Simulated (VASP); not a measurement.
Write the native input for VASP 6.6.1 that does the following.

```yaml
Task: single point
Functional: PBE
Potentials_or_basis: VASP PAW PBE potentials, release 64 (Cu)
Cutoff: 520 eV
k_mesh: 12 × 12 × 12
Occupations: fermi-dirac, width 0.06 eV
Spin: no spin polarisation
Dipole_correction: no
Further_INCAR_settings: ALGO = Normal; EDIFF = 1e-06; NBANDS = 12
```

The structure of Cu lies in POSCAR:

```
Cu
1.0
    0.0000000000      1.8257145000      1.8257145000
    1.8257145000      0.0000000000      1.8257145000
    1.8257145000      1.8257145000      0.0000000000
Cu
1
Direct
    0.0000000000      0.0000000000      0.0000000000
```

The input as run:

INCAR

```
  PREC = Accurate
  ENCUT = 520
  EDIFF = 1E-6
  ISMEAR = -1
  SIGMA = 0.06
  LREAL = F
  LASPH = T
  NELM = 80
  ALGO = Normal
  ISIF = 2
  LWAVE = F
  LCHARG = F
  GGA = PE
  NBANDS = 12
```

KPOINTS

```
regular mesh
0
Gamma
  12 12 12
```

Potentials or basis: VASP PAW PBE potentials, release 64 (Cu).

The run is started by

```bash
$ cat potpaw_PBE.64/Cu/POTCAR > POTCAR
$ mpirun -np 1 vasp_std > vasp.out
```

It gave:

```
Pressure : -1.9 GPa
```

Run time: 9.8 s on 1 thread of Intel(R) Xeon(R) Platinum 8259CL CPU @ 2.50GHz (Skylake/Cascade Lake), with other jobs on the host, peak memory 0.13 GiB.
